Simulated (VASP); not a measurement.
# Al in VASP: relaxation of the atoms with PBE

Aim: the relaxation of the atoms of Al with PBE.

Everything below comes from runs of VASP 6.6.1. Logs are shortened: lines on timing, memory, paths and dates and some standing lists are left out, and cuts for length are marked.

### Step 1. The cell of the first run

The cell holds a slab with vacuum, 17 atoms: a = 5.714 Å, b = 8.080 Å, c = 19.743 Å, α = 90.00°, β = 90.00°, γ = 90.00°.

### Step 2. Relaxation of the atoms, PBE

File INCAR:

```
PREC = Accurate
ENCUT = 520
EDIFF = 1E-6
ISMEAR = 0
SIGMA = 0.1
LREAL = Auto
LASPH = T
NELM = 60
ALGO = Fast
ISIF = 2
LWAVE = F
LCHARG = F
LDIPOL = T
IDIPOL = 3
DIPOL = 0.5 0.5 0.324
GGA = PE
IBRION = 2
NSW = 36
EDIFFG = -0.025
KPAR = 4
```

File KPOINTS:

```
regular mesh
0
Gamma
  5 4 1
```

File POSCAR:

```
Al
1.0
    5.7135165838      0.0000000000      0.0000000000
    0.0000000000      8.0801326416      0.0000000000
    0.0000000000      0.0000000000     19.7432786844
Al
17
Selective dynamics
Direct
    0.2500000000      0.2500000000      0.2026005946  F F F
    0.2500000000      0.7500000000      0.2026005946  F F F
    0.7500000000      0.2500000000      0.2026005946  F F F
    0.7500000000      0.7500000000      0.2026005946  F F F
    0.0000000000      0.0000000000      0.2749482107  F F F
    0.0000000000      0.5000000000      0.2749482107  F F F
    0.5000000000      0.0000000000      0.2749482107  F F F
    0.5000000000      0.5000000000      0.2749482107  F F F
    0.2500000000      0.2500000000      0.3495466410  F F F
    0.2500000000      0.7500000000      0.3495466410  F F F
    0.7500000000      0.2500000000      0.3495466410  F F F
    0.7500000000      0.7500000000      0.3495466410  F F F
    0.0000000000      0.0000000000      0.4175232906  F F F
    0.0000000000      0.5000000000      0.4175232906  F F F
    0.5000000000      0.0000000000      0.4175232906  F F F
    0.5000000000      0.5000000000      0.4175232906  F F F
    0.2500000000      0.0000000000      0.5260363433  F F T
```

Potentials or basis: VASP PAW PBE potentials, release 64 (Al).

Launch:

```sh
cat potpaw_PBE.64/Al/POTCAR > POTCAR
mpirun -np 4 vasp_std > vasp.out
```

OUTCAR:

```text
PREC = Accurate
   ENCUT = 520
   EDIFF = 1E-6
   ISMEAR = 0
   LREAL = Auto
   LASPH = T
   NELM = 60
   ISIF = 2
   GGA = PE
   IBRION = 2
   NSW = 36
   EDIFFG = -0.025

 ion  position               nearest neighbor table
   1  0.250  0.250  0.203-   3 2.86   3 2.86   6 2.86   7 2.86   8 2.86   5 2.86   9 2.90
   2  0.250  0.750  0.203-   4 2.86   4 2.86   6 2.86   7 2.86   8 2.86   5 2.86  10 2.90
   3  0.750  0.250  0.203-   1 2.86   1 2.86   6 2.86   7 2.86   8 2.86   5 2.86  11 2.90
   4  0.750  0.750  0.203-   2 2.86   2 2.86   6 2.86   7 2.86   8 2.86   5 2.86  12 2.90
   5  0.000  0.000  0.275-  13 2.81   7 2.86   7 2.86   4 2.86   1 2.86   2 2.86   3 2.86  11 2.88
                            12 2.88   9 2.88  10 2.88
   6  0.000  0.500  0.275-  14 2.81   8 2.86   8 2.86   4 2.86   1 2.86   2 2.86   3 2.86  11 2.88
                            12 2.88   9 2.88  10 2.88
   7  0.500  0.000  0.275-  15 2.81   5 2.86   5 2.86   4 2.86   1 2.86   2 2.86   3 2.86  11 2.88
                            12 2.88   9 2.88  10 2.88
   8  0.500  0.500  0.275-  16 2.81   6 2.86   6 2.86   4 2.86   1 2.86   2 2.86   3 2.86  11 2.88
                            12 2.88   9 2.88  10 2.88
   9  0.250  0.250  0.350-  13 2.81  14 2.81  15 2.81  16 2.81  11 2.86  11 2.86   7 2.88   8 2.88
                             5 2.88   6 2.88   1 2.90
  10  0.250  0.750  0.350-  13 2.81  14 2.81  15 2.81  16 2.81  12 2.86  12 2.86   7 2.88   8 2.88
                             5 2.88   6 2.88   2 2.90
  11  0.750  0.250  0.350-  13 2.81  14 2.81  15 2.81  16 2.81   9 2.86   9 2.86   7 2.88   8 2.88
[... 5 lines left out ...]
  14  0.000  0.500  0.418-   9 2.81  10 2.81  11 2.81  12 2.81   6 2.81  16 2.86  16 2.86
  15  0.500  0.000  0.418-  17 2.57  10 2.81  11 2.81  12 2.81   9 2.81   7 2.81  13 2.86  13 2.86

  16  0.500  0.500  0.418-   9 2.81  10 2.81  11 2.81  12 2.81   8 2.81  14 2.86  14 2.86
  17  0.250  0.000  0.526-  13 2.57  15 2.57

  LATTYP: Found a simple orthorhombic cell.
 ALAT       =     5.7135165838
 B/A-ratio  =     1.4142135624
 C/A-ratio  =     3.4555388778

  Lattice vectors:

 A1 = (   5.7135165838,   0.0000000000,   0.0000000000)
 A2 = (   0.0000000000,   8.0801326416,   0.0000000000)
 A3 = (   0.0000000000,   0.0000000000,  19.7432786844)

Analysis of symmetry for initial positions (statically):
=====================================================================
 Subroutine PRICEL returns:
 Original cell was already a primitive cell.

 Routine SETGRP: Setting up the symmetry group for a
 simple orthorhombic supercell.

 Subroutine GETGRP returns: Found  4 space group operations
 (whereof  2 operations were pure point group operations)
 out of a pool of  8 trial point group operations.

The static configuration has the point symmetry C_1h.
 The point group associated with its full space group is C_2v.

Analysis of symmetry for dynamics (positions and initial velocities):
=====================================================================
 Subroutine PRICEL returns:
 Original cell was already a primitive cell.

 Routine SETGRP: Setting up the symmetry group for a
 simple orthorhombic supercell.

 Subroutine GETGRP returns: Found  4 space group operations
 (whereof  2 operations were pure point group operations)
 out of a pool of  8 trial point group operations.

The dynamic configuration has the point symmetry C_1h.
 The point group associated with its full space group is C_2v.

Analysis of constrained symmetry for selective dynamics:
=====================================================================
 Subroutine PRICEL returns:
 Original cell was already a primitive cell.

 Routine SETGRP: Setting up the symmetry group for a
 simple orthorhombic supercell.

 Subroutine GETGRP returns: Found  4 space group operations
 (whereof  2 operations were pure point group operations)
 out of a pool of  8 trial point group operations.

The constrained configuration has the point symmetry C_1h.
 The point group associated with its full space group is C_2v.

 Subroutine INISYM returns: Found  4 space group operations
 (whereof  2 operations are pure point group operations),
 and found     1 'primitive' translations

[... 84 lines left out ...]
  0.000000  0.250000  0.000000      2.000000
  0.200000  0.250000  0.000000      4.000000
  0.400000  0.250000  0.000000      4.000000
  0.000000  0.500000  0.000000      1.000000
  0.200000  0.500000  0.000000      2.000000
  0.400000  0.500000  0.000000      2.000000
   k-points           NKPTS =      9   k-points in BZ     NKDIM =      9   number of bands    NBANDS=     34
   number of dos      NEDOS =    301   number of ions     NIONS =     17
   total plane-waves  NPLWV = 378000
   dimension x,y,z NGX =    42 NGY =   60 NGZ =  150
   dimension x,y,z NGXF=    84 NGYF=  120 NGZF=  300
   ions per type =              17
   NGX,Y,Z   is equivalent  to a cutoff of  12.22, 12.34, 12.63 a.u.
   NGXF,Y,Z  is equivalent  to a cutoff of  24.44, 24.69, 25.26 a.u.
 SYSTEM =  unknown system
   PREC   = accura    normal or accurate (medium, high low for compatibility)
   ISTART =      0    job   : 0-new  1-cont  2-samecut
   ICHARG =      2    charge: 1-file 2-atom 10-const
   ISPIN  =      1    spin polarized calculation?
   LNONCOLLINEAR =      F non collinear calculations
   LSORBIT =      F    spin-orbit coupling
   LASPH  =      T    aspherical Exc in radial PAW
   ENCUT  =  520.0 eV  38.22 Ry    6.18 a.u.  10.62 15.02 36.71*2*pi/ulx,y,z
   NELM   =     60;   NELMIN=  2; NELMDL= -5     # of ELM steps
   EDIFF  = 0.1E-05   stopping-criterion for ELM
   LREAL  =      T    real-space projection
   EDIFFG = -.3E-01   stopping-criterion for IOM
   NSW    =     36    number of steps for IOM
   IBRION =      2    ionic relax: 0-MD 1-quasi-New 2-CG
   NFREE  =      1    steps in history (QN), initial steepest desc. (CG)
   ISIF   =      2    stress and relaxation
   ISYM   =      2    0-nonsym 1-usesym 2-fastsym
   POTIM  = 0.5000    time-step for ionic-motion
   TEBEG  =    0.0;   TEEND  =   0.0 temperature during run
   PSTRESS=    0.0 pullay stress
   NELECT =      51.0000    total number of electrons
   NUPDOWN=      -1.0000    fix difference up-down
   EMIN   =  10.00;   EMAX   =-10.00  energy-range for DOS
   EFERMI =   0.00;   METHOD = LEGACY
   ISMEAR =     0;   SIGMA  =   0.10  broadening in eV -4-tet -1-fermi 0-gaus
   EFERMI_NEDOS =   21; number of points for ismear=-14 and -15
   IALGO  =     68    algorithm
   IMIX   =      4    mixing-type and parameters
     AMIX     =   0.40;   BMIX     =  1.00
     AMIX_MAG =   1.60;   BMIX_MAG =  1.00
  volume/ion in A,a.u.               =      53.62       361.82
  Fermi-wavevector in a.u.,A,eV,Ry     =   0.626159  1.183269  5.334502  0.392075
  Thomas-Fermi vector in A             =   1.687315
   LORBIT       =      0    0 simple, 1 ext, 2 COOP (PROOUT), +10 PAW based schemes
   GGA     = PE    functional components
   LHFCALC =     F    Hartree Fock is set to
   AEXX    =    0.0000 exact exchange contribution
   IVDW    =     0    specifies the selected vdW correction
   LEPSILON=     F    determine dielectric tensor
   LRPA    =     F    only Hartree local field effects (RPA)
 conjugate gradient relaxation of ions
 non-spin polarized calculation
 RMM-DIIS sequential band-by-band and
 Gauss-broadening in eV      SIGMA  =   0.10
  energy-cutoff  :      520.00
  volume of cell :      911.47
 maximum number of plane-waves:     24626
   NGX = 21   NGY = 31   NGZ = 73

--------------------------------------- Ionic step        1  -------------------------------------------

 number of electron      50.9999999 magnetization

 Free energy of the ion-electron system (eV)
  ---------------------------------------------------
  ext. energy  EPLUGINS =         0.00000000
  ---------------------------------------------------
  free energy    TOTEN  =       -57.12070217 eV

  energy without entropy =      -57.07185158  energy(sigma->0) =      -57.09627687

------------------------ aborting loop because EDIFF is reached ----------------------------------------

  FORCE on cell =-STRESS in cart. coord.  units (eV):
  Direction    XX          YY          ZZ          XY          YZ          ZX
  --------------------------------------------------------------------------------------
  -------------------------------------------------------------------------------------
  Total       -8.7857288     -3.9036546      0.2536664      0.0000000      0.0000000      0.0000000
  in kB      -15.4435492     -6.8618418      0.4458947      0.0000000      0.0000000      0.0000000
  external PRESSURE =      -7.2864988 kB  Pullay stress =       0.0000000 kB
[... 83 lines left out ...]
  FREE ENERGIE OF THE ION-ELECTRON SYSTEM (eV)
  ---------------------------------------------------
  free  energy   TOTEN  =       -57.1389457611 eV

  energy  without entropy=      -57.0902098310  energy(sigma->0) =      -57.11457780

 dipolmoment           0.000000      0.000000     -0.012042 electrons x Angstroem

--------------------------------------- Ionic step        3  -------------------------------------------

 number of electron      50.9999999 magnetization

------------------------ aborting loop because EDIFF is reached ----------------------------------------
[... 46 lines left out ...]
--------------------------------------- Ionic step        4  -------------------------------------------

 number of electron      50.9999999 magnetization

 dipolmoment           0.000000      0.000000      0.017593 electrons x Angstroem

 Free energy of the ion-electron system (eV)
  ---------------------------------------------------
  ext. energy  EPLUGINS =         0.00000000
  ---------------------------------------------------
  free energy    TOTEN  =       -57.16629485 eV

  energy without entropy =      -57.11796646  energy(sigma->0) =      -57.14213066

 E-fermi :  -0.3276     XC(G=0):  -4.3406

 val. band max:       -0.3550093637   @ k =   0.0000   0.2500   0.0000
 cond. band min:      -0.3252929963   @ k =   0.2000   0.2500   0.0000
 fundamental gap:      0.0297163674
 Fermi energy:        -0.3276467896

 k-point     1 :       0.0000    0.0000    0.0000
  band No.  band energies     occupation
      1     -10.5410      2.00000
      2      -8.3879      2.00000
      3      -8.2806      2.00000
      4      -8.1655      2.00000
      5      -6.2311      2.00000
      6      -6.1248      2.00000
[... 322 lines left out ...]
     33       1.5098      0.00000
     34       1.6754      0.00000

------------------------ aborting loop because EDIFF is reached ----------------------------------------

 vacuum level on the upper side and lower side of the slab       (xc-potential included)        -0.160        -0.165

  FORCE on cell =-STRESS in cart. coord.  units (eV):
  Direction    XX          YY          ZZ          XY          YZ          ZX
  --------------------------------------------------------------------------------------
  -------------------------------------------------------------------------------------
  Total       -9.5508612     -3.9799225     -1.0637127      0.0000000      0.0000000      0.0000000
  in kB      -16.7884985     -6.9959056     -1.8697936      0.0000000      0.0000000      0.0000000
  external PRESSURE =      -8.5513993 kB  Pullay stress =       0.0000000 kB
[... 32 lines left out ...]
  FREE ENERGIE OF THE ION-ELECTRON SYSTEM (eV)
  ---------------------------------------------------
  free  energy   TOTEN  =       -57.1662948539 eV

  energy  without entropy=      -57.1179664619  energy(sigma->0) =      -57.14213066

 reached required accuracy - stopping structural energy minimisation

 vacuum level on the upper side and lower side of the slab         3.673         3.664
```

It took 13 min on 4 MPI ranks of Oxide Virtual Turin-like, shared host; peak memory 0.92 GiB.

What came out:

```yaml
Free_energy: -57.1663 eV
Energy_gained_by_relaxing: 2.7 meV/atom
Ionic_steps: 4
Band_gap_on_the_k_mesh: zero (an odd number of electrons rules out a gap without spin polarisation)
```

The path:
| step | energy change (eV) | largest force on free atoms (eV/Å) | pressure (GPa) |
| --- | --- | --- | --- |
| 1 | 0.0000 | 0.6600 | -0.73 |
| 2 | -0.0182 | 0.4906 | -0.76 |
| 3 | -0.0445 | 0.0946 | -0.84 |
| 4 | -0.0456 | 0.0073 | -0.86 |

Final structure:
```
Al
1.0
     5.71352    0.00000    0.00000
     0.00000    8.08013    0.00000
     0.00000    0.00000   19.74328
Al
17
Direct
  0.25000 0.25000 0.20260
  0.25000 0.75000 0.20260
  0.75000 0.25000 0.20260
  0.75000 0.75000 0.20260
  0.00000 0.00000 0.27495
  0.00000 0.50000 0.27495
  0.50000 0.00000 0.27495
  0.50000 0.50000 0.27495
  0.25000 0.25000 0.34955
  0.25000 0.75000 0.34955
  0.75000 0.25000 0.34955
  0.75000 0.75000 0.34955
  0.00000 0.00000 0.41752
  0.00000 0.50000 0.41752
  0.50000 0.00000 0.41752
  0.50000 0.50000 0.41752
  0.25000 0.00000 0.53344
```

The gap in the log of VASP goes by the Fermi energy; the results here count the filled bands.